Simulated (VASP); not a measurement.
# YSe3 (I4/mmm) in VASP: single point with PBE

Aim: the single point of YSe3 with PBE.

All numbers are computed with VASP 6.6.1; they aren't measurements. Logs are shortened: lines on timing, memory, paths and dates and some standing lists are left out, and cuts for length are marked.

## Step 1: The cell of the first run

Symmetry: I4/mmm, No. 139, tetragonal system. The conventional cell has a = 3.946 Å, b = 3.946 Å, c = 12.376 Å, α = 90.00°, β = 90.00°, γ = 90.00°. Within 3.7 Å of Y (site symmetry 4/mmm) lie 12 Se at 2.79 to 3.67 Å. Se (site symmetry 4/mmm) has 4 Y at 2.79 Å and 8 Se at 3.67 Å within 3.7 Å. Within 3.7 Å of Se (site symmetry -4m2) lie 8 Se at 2.79 to 3.67 Å and 4 Y at 3.67 Å.

## Step 2: Single point, PBE

INCAR

```
SYSTEM = YSe3
  ALGO = Normal
  EDIFF = 1E-6
  ENCUT = 520
  GGA = PE
  ISIF = 2
  ISMEAR = 0
  LASPH = .True.
  LCHARG = .False.
  LREAL = .False.
  LWAVE = .False.
  NBANDS = 22
  NELM = 100
  PREC = Accurate
  SIGMA = 0.1
```

KPOINTS

```
k-points
0
Gamma
  16 16 16
  0 0 0
```

POSCAR

```
YSe3
1.0
   -1.9729366773      1.9729366773      6.1879881840
    1.9729366773     -1.9729366773      6.1879881840
    1.9729366773      1.9729366773     -6.1879881840
Y Se
1 3
Direct
    0.0000000000      0.0000000000      0.0000000000
    0.5000000000      0.5000000000      0.0000000000
    0.2500000000      0.7500000000      0.5000000000
    0.7500000000      0.2500000000      0.5000000000
```

Potentials or basis: VASP PAW PBE potentials, release 64 (Y_sv, Se).

The run is started by

```sh
$ cat potpaw_PBE.64/Y_sv/POTCAR potpaw_PBE.64/Se/POTCAR > POTCAR
$ mpirun -np 1 vasp_std > vasp.out
```

OUTCAR:

```text
SYSTEM = YSe3
   EDIFF = 1E-6
   ENCUT = 520
   GGA = PE
   ISIF = 2
   ISMEAR = 0
   LASPH = .True.
   LREAL = .False.
   NELM = 100
   PREC = Accurate

 ion  position               nearest neighbor table
   1  0.000  0.000  0.000-   2 2.79   2 2.79   2 2.79   2 2.79
   2  0.500  0.500  0.000-   1 2.79   1 2.79   1 2.79   1 2.79
   3  0.250  0.750  0.500-   4 2.79   4 2.79   4 2.79   4 2.79
   4  0.750  0.250  0.500-   3 2.79   3 2.79   3 2.79   3 2.79

  LATTYP: Found a body centered tetragonal cell.
 ALAT       =     3.9458733546
 C/A-ratio  =     3.1364352719

  Lattice vectors:

 A1 = (  -1.9729366773,   1.9729366773,   6.1879881840)
 A2 = (   1.9729366773,  -1.9729366773,   6.1879881840)
 A3 = (   1.9729366773,   1.9729366773,  -6.1879881840)

Analysis of symmetry for initial positions (statically):
=====================================================================
 Subroutine PRICEL returns:
 Original cell was already a primitive cell.

 Routine SETGRP: Setting up the symmetry group for a
 body centered tetragonal supercell.

 Subroutine GETGRP returns: Found 16 space group operations
 (whereof 16 operations were pure point group operations)
 out of a pool of 16 trial point group operations.

The static configuration has the point symmetry D_4h.

Analysis of symmetry for dynamics (positions and initial velocities):
=====================================================================
 Subroutine PRICEL returns:
 Original cell was already a primitive cell.

 Routine SETGRP: Setting up the symmetry group for a
 body centered tetragonal supercell.

 Subroutine GETGRP returns: Found 16 space group operations
 (whereof 16 operations were pure point group operations)
 out of a pool of 16 trial point group operations.

The dynamic configuration has the point symmetry D_4h.

 Subroutine INISYM returns: Found 16 space group operations
 (whereof 16 operations are pure point group operations),
 and found     1 'primitive' translations

----------------------------------------------------------------------------------------

                                     Primitive cell

  volume of cell :      96.3465

  direct lattice vectors                    reciprocal lattice vectors
    -1.972936677  1.972936677  6.187988184     0.000000000  0.253429320  0.080801706
     1.972936677 -1.972936677  6.187988184     0.253429320  0.000000000  0.080801706
     1.972936677  1.972936677 -6.187988184     0.253429320  0.253429320  0.000000000

  length of vectors
     6.787941958  6.787941958  6.787941958     0.265998751  0.265998751  0.358403181

  position of ions in fractional coordinates (direct lattice)
     0.000000000  0.000000000  0.000000000
     0.500000000  0.500000000  0.000000000
     0.250000000  0.750000000  0.500000000
     0.750000000  0.250000000  0.500000000

  ion indices of the primitive-cell ions
   primitive index   ion index
                 1           1
                 2           2
                 3           3
                 4           4

----------------------------------------------------------------------------------------

 KPOINTS: k-points

Automatic generation of k-mesh.
 Grid dimensions read from file:
 generate k-points for:   16   16   16

 Generating k-lattice:

  Cartesian coordinates                     Fractional coordinates (reciprocal lattice)
     0.000000000  0.015839332  0.005050107     0.062500000  0.000000000  0.000000000
     0.015839332  0.000000000  0.005050107     0.000000000  0.062500000  0.000000000
     0.015839332  0.015839332  0.000000000     0.000000000  0.000000000  0.062500000

  Length of vectors
     0.016624922  0.016624922  0.022400199

  Shift w.r.t. Gamma in fractional coordinates (k-lattice)
     0.000000000  0.000000000  0.000000000

 Subroutine IBZKPT returns following result:
 ===========================================

 Found    349 irreducible k-points:

 Following reciprocal coordinates:
            Coordinates               Weight
  0.000000  0.000000  0.000000      1.000000
  0.062500  0.000000  0.000000      8.000000
  0.125000  0.000000  0.000000      8.000000
  0.187500  0.000000  0.000000      8.000000
  0.250000  0.000000  0.000000      8.000000
  0.312500 -0.000000  0.000000      8.000000
[... 16 lines left out ...]
 -0.125000  0.062500  0.000000     16.000000
 -0.062500  0.062500  0.000000      4.000000
 [... further k-points ...]
   k-points           NKPTS =    349   k-points in BZ     NKDIM =    349   number of bands    NBANDS=     22
   number of dos      NEDOS =    301   number of ions     NIONS =      4
   total plane-waves  NPLWV = 125000
   dimension x,y,z NGX =    50 NGY =   50 NGZ =   50
   dimension x,y,z NGXF=   100 NGYF=  100 NGZF=  100
   ions per type =               1   3
   NGX,Y,Z   is equivalent  to a cutoff of  12.25, 12.25, 12.25 a.u.
   NGXF,Y,Z  is equivalent  to a cutoff of  24.49, 24.49, 24.49 a.u.
 SYSTEM =  YSe3
   PREC   = accura    normal or accurate (medium, high low for compatibility)
   ISTART =      0    job   : 0-new  1-cont  2-samecut
   ICHARG =      2    charge: 1-file 2-atom 10-const
   ISPIN  =      1    spin polarized calculation?
   LNONCOLLINEAR =      F non collinear calculations
   LSORBIT =      F    spin-orbit coupling
   LASPH  =      T    aspherical Exc in radial PAW
   ENCUT  =  520.0 eV  38.22 Ry    6.18 a.u.  12.62 12.62 12.62*2*pi/ulx,y,z
   NELM   =    100;   NELMIN=  2; NELMDL= -5     # of ELM steps
   EDIFF  = 0.1E-05   stopping-criterion for ELM
   LREAL  =      F    real-space projection
   EDIFFG = 0.1E-04   stopping-criterion for IOM
   NSW    =      0    number of steps for IOM
   IBRION =     -1    ionic relax: 0-MD 1-quasi-New 2-CG
   NFREE  =      0    steps in history (QN), initial steepest desc. (CG)
   ISIF   =      2    stress and relaxation
   ISYM   =      2    0-nonsym 1-usesym 2-fastsym
   POTIM  = 0.5000    time-step for ionic-motion
   TEBEG  =    0.0;   TEEND  =   0.0 temperature during run
   PSTRESS=    0.0 pullay stress
   NELECT =      29.0000    total number of electrons
   NUPDOWN=      -1.0000    fix difference up-down
   EMIN   =  10.00;   EMAX   =-10.00  energy-range for DOS
   EFERMI =   0.00;   METHOD = LEGACY
   ISMEAR =     0;   SIGMA  =   0.10  broadening in eV -4-tet -1-fermi 0-gaus
   EFERMI_NEDOS =   21; number of points for ismear=-14 and -15
   IALGO  =     38    algorithm
   IMIX   =      4    mixing-type and parameters
     AMIX     =   0.40;   BMIX     =  1.00
     AMIX_MAG =   1.60;   BMIX_MAG =  1.00
  volume/ion in A,a.u.               =      24.09       162.54
  Fermi-wavevector in a.u.,A,eV,Ry     =   1.097140  2.073295 16.377568  1.203717
  Thomas-Fermi vector in A             =   2.233495
   LORBIT       =      0    0 simple, 1 ext, 2 COOP (PROOUT), +10 PAW based schemes
   GGA     = PE    functional components
   LHFCALC =     F    Hartree Fock is set to
   AEXX    =    0.0000 exact exchange contribution
   IVDW    =     0    specifies the selected vdW correction
   LEPSILON=     F    determine dielectric tensor
   LRPA    =     F    only Hartree local field effects (RPA)
 non-spin polarized calculation
 Gauss-broadening in eV      SIGMA  =   0.10
  energy-cutoff  :      520.00
  volume of cell :       96.35
 maximum number of plane-waves:      2631
   NGX = 25   NGY = 25   NGZ = 25

 number of electron      29.0000000 magnetization

 Free energy of the ion-electron system (eV)
  ---------------------------------------------------
  ext. energy  EPLUGINS =         0.00000000
  ---------------------------------------------------
  free energy    TOTEN  =       -20.44866222 eV

  energy without entropy =      -20.44224576  energy(sigma->0) =      -20.44545399

 E-fermi :   4.2441     XC(G=0):  -9.8782

 val. band max:        4.2431200403   @ k =  -0.3125   0.5000   0.2500
 cond. band min:       4.2448582195   @ k =  -0.1875   0.4375   0.1250
 fundamental gap:      0.0017381792
 Fermi energy:         4.2440604840

 k-point     1 :       0.0000    0.0000    0.0000
  band No.  band energies     occupation
      1     -39.1876      2.00000
      2     -19.2048      2.00000
      3     -19.0787      2.00000
      4     -19.0787      2.00000
      5     -10.6527      2.00000
      6      -8.6249      2.00000
[... 14 lines left out ...]
     21       6.9380      0.00000
     22       7.4286      0.00000

 k-point     2 :       0.0625    0.0000    0.0000
  band No.  band energies     occupation
      1     -39.1873      2.00000
      2     -19.2044      2.00000
      3     -19.0858      2.00000
      4     -19.0777      2.00000
      5     -10.6211      2.00000
      6      -8.6019      2.00000
[... 14 lines left out ...]
     21       6.8832      0.00000
     22       7.6206      0.00000

 k-point     3 :       0.1250    0.0000    0.0000
  band No.  band energies     occupation
      1     -39.1865      2.00000
      2     -19.2030      2.00000
      3     -19.1060      2.00000
      4     -19.0748      2.00000
      5     -10.5271      2.00000
      6      -8.5357      2.00000
[... 14 lines left out ...]
     21       6.8966      0.00000
     22       8.1348      0.00000

 k-point     4 :       0.1875    0.0000    0.0000
  band No.  band energies     occupation
      1     -39.1853      2.00000
      2     -19.2010      2.00000
      3     -19.1359      2.00000
      4     -19.0706      2.00000
      5     -10.3722      2.00000
      6      -8.4341      2.00000
[... 14 lines left out ...]
     21       7.5384      0.00000
     22       8.8449      0.00000

 k-point     5 :       0.2500    0.0000    0.0000
  band No.  band energies     occupation
      1     -39.1839      2.00000
      2     -19.1985      2.00000
      3     -19.1708      2.00000
      4     -19.0655      2.00000
      5     -10.1589      2.00000
      6      -8.3105      2.00000
[... 14 lines left out ...]
     21       8.3513      0.00000
     22       9.5634      0.00000

 k-point     6 :       0.3125   -0.0000    0.0000
  band No.  band energies     occupation
      1     -39.1825      2.00000
      2     -19.2053      2.00000
      3     -19.1961      2.00000
      4     -19.0604      2.00000
      5      -9.8905      2.00000
      6      -8.1849      2.00000
[... 14 lines left out ...]
     21       9.2384      0.00000
     22       9.9429      0.00000

 k-point     7 :       0.3750    0.0000    0.0000
  band No.  band energies     occupation
      1     -39.1814      2.00000
      2     -19.2343      2.00000
      3     -19.1941      2.00000
      4     -19.0562      2.00000
      5      -9.5713      2.00000
      6      -8.1067      2.00000
[... 324 lines left out ...]
      6      -8.1731      2.00000
[... 14 lines left out ...]
     21       8.8901      0.00000
     22      10.2621      0.00000

 k-point    21 :      -0.2500    0.0625    0.0000
  band No.  band energies     occupation
      1     -39.1836      2.00000
      2     -19.1980      2.00000
      3     -19.1693      2.00000
      4     -19.0718      2.00000
      5     -10.1363      2.00000
      6      -8.2933      2.00000
[... 14 lines left out ...]
     21       8.0781      0.00000
     22       9.8649      0.00000

 k-point    22 :      -0.1875    0.0625   -0.0000
  band No.  band energies     occupation
      1     -39.1850      2.00000
      2     -19.2004      2.00000
      3     -19.1347      2.00000
      4     -19.0771      2.00000
      5     -10.3472      2.00000
      6      -8.4121      2.00000
[... 14 lines left out ...]
     21       7.3388      0.00000
     22       9.1500      0.00000

 k-point    23 :      -0.1250    0.0625    0.0000
  band No.  band energies     occupation
      1     -39.1862      2.00000
      2     -19.2025      2.00000
      3     -19.1051      2.00000
      4     -19.0815      2.00000
      5     -10.4998      2.00000
      6      -8.5110      2.00000
[... 14 lines left out ...]
     21       7.0192      0.00000
     22       8.4145      0.00000

 k-point    24 :      -0.0625    0.0625    0.0000
  band No.  band energies     occupation
      1     -39.1870      2.00000
      2     -19.2038      2.00000
      3     -19.0862      2.00000
      4     -19.0833      2.00000
      5     -10.5916      2.00000
      6      -8.5769      2.00000
[... 14 lines left out ...]
     21       6.9848      0.00000
     22       7.8447      0.00000

 [... further k-points ...]
[... 5 lines left out ...]
  --------------------------------------------------------------------------------------
  -------------------------------------------------------------------------------------
  Total        0.0144048      0.0144048      0.0150915      0.0000000     -0.0000000      0.0000000
  in kB        0.2395423      0.2395423      0.2509620      0.0000000     -0.0000000      0.0000000
  external PRESSURE =       0.2433489 kB  Pullay stress =       0.0000000 kB

 VOLUME and BASIS-vectors are now :
 -----------------------------------------------------------------------------
  energy-cutoff  :      520.00
  volume of cell :       96.35
      direct lattice vectors                 reciprocal lattice vectors
    -1.972936677  1.972936677  6.187988184     0.000000000  0.253429320  0.080801706
     1.972936677 -1.972936677  6.187988184     0.253429320  0.000000000  0.080801706
     1.972936677  1.972936677 -6.187988184     0.253429320  0.253429320  0.000000000

 POSITION                                       TOTAL-FORCE (eV/Angst)
 -----------------------------------------------------------------------------------
      0.00000      0.00000      0.00000        -0.000000      0.000000     -0.000000
      0.00000      0.00000      6.18799        -0.000000      0.000000     -0.000000
      1.97294     -0.00000      3.09399         0.000000     -0.000000      0.000000
     -0.00000      1.97294      3.09399        -0.000000      0.000000      0.000000
 -----------------------------------------------------------------------------------
    total drift:                               -0.000000      0.000000     -0.000000

  FREE ENERGIE OF THE ION-ELECTRON SYSTEM (eV)
  ---------------------------------------------------
  free  energy   TOTEN  =       -20.4486622250 eV

  energy  without entropy=      -20.4422457601  energy(sigma->0) =      -20.44545399
```

Wall time 21 min (1 thread of Intel Xeon Platinum 8488C (Sapphire Rapids), shared host); peak memory 0.93 GiB.

What came out:

```
Free energy            : -20.4487 eV
Pressure               : 0.0 GPa
Band gap on the k mesh : zero (an odd number of electrons rules out a gap without spin polarisation)
```

Levels at points of the mesh, in eV from the Fermi level:
| k point | band 10 | band 11 | band 12 | band 13 | band 14 | band 15 | band 16 | band 17 | band 18 | band 19 |
| --- | --- | --- | --- | --- | --- | --- | --- | --- | --- | --- |
| (0.00, 0.00, 0.00) | -4.05 | -1.67 | -1.67 | -1.22 | -0.27 | 1.29 | 1.74 | 1.92 | 2.62 | 2.62 |
| (0.50, 0.00, 0.00) | -3.42 | -2.41 | -1.83 | -1.76 | -1.72 | -1.48 | -0.39 | 2.79 | 2.79 | 3.30 |
| (0.50, 0.50, 0.00) | -3.71 | -3.06 | -2.52 | -1.50 | -0.86 | 1.05 | 1.93 | 2.76 | 3.51 | 3.89 |
| (0.50, 0.50, 0.50) | -4.06 | -2.22 | -1.52 | -1.52 | -0.41 | 0.09 | 1.93 | 2.01 | 2.01 | 2.74 |
